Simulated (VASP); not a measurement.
Zn2C, 3 atoms in the cell. It takes space group Fm-3m (No. 225, cubic). Conventional cell: a = 5.290 Å, b = 5.290 Å, c = 5.290 Å, α = 90.00°, β = 90.00°, γ = 90.00°. Within 3.0 Å of C (site symmetry m-3m) lie 8 Zn at 2.29 Å. Within 3.0 Å of Zn (site symmetry -43m) lie 4 C at 2.29 Å and 6 Zn at 2.65 Å.  This cell differs from its parent crystal: strain +2.6%.

| Property | Result |
| --- | --- |
| Program | VASP 6.6.1 |
| Task | single point |
| Functional | HSE06 |
| Potentials or basis | VASP PAW PBE potentials, release 64 (C, Zn) |
| Cutoff | 520 eV |
| k mesh | 6 × 6 × 6 |
| Occupations | fermi-dirac, width 0.02 eV |
| Spin | no spin polarisation |
| Dipole correction | no |
| Grid for exact exchange (PRECFOCK) | Normal |
| Further INCAR settings | ALGO = Normal; EDIFF = 1e-06; NBANDS = 21 |
| Share of exact exchange | 0.25 |
| Screening parameter | 0.2079 1/Å |

Potentials or basis: VASP PAW PBE potentials, release 64 (C, Zn).

The run is started by

```sh
$ cat potpaw_PBE.64/C/POTCAR potpaw_PBE.64/Zn/POTCAR > POTCAR
$ cp INCAR.step1 INCAR
$ mpirun -np 4 vasp_std > vasp.out
$ cp INCAR.step2 INCAR
$ mpirun -np 4 vasp_std > vasp.out
```

Hardware: 4 MPI ranks on Intel(R) Xeon(R) Platinum 8259CL CPU @ 2.50GHz (Skylake/Cascade Lake), on a shared host.

Problem. How long does it take, and how much memory?

Solution. Wall time 40 min on 4 MPI ranks on Intel(R) Xeon(R) Platinum 8259CL CPU @ 2.50GHz (Skylake/Cascade Lake), with other jobs on the host, peak memory 0.26 GiB a rank. Counts: k points 16.
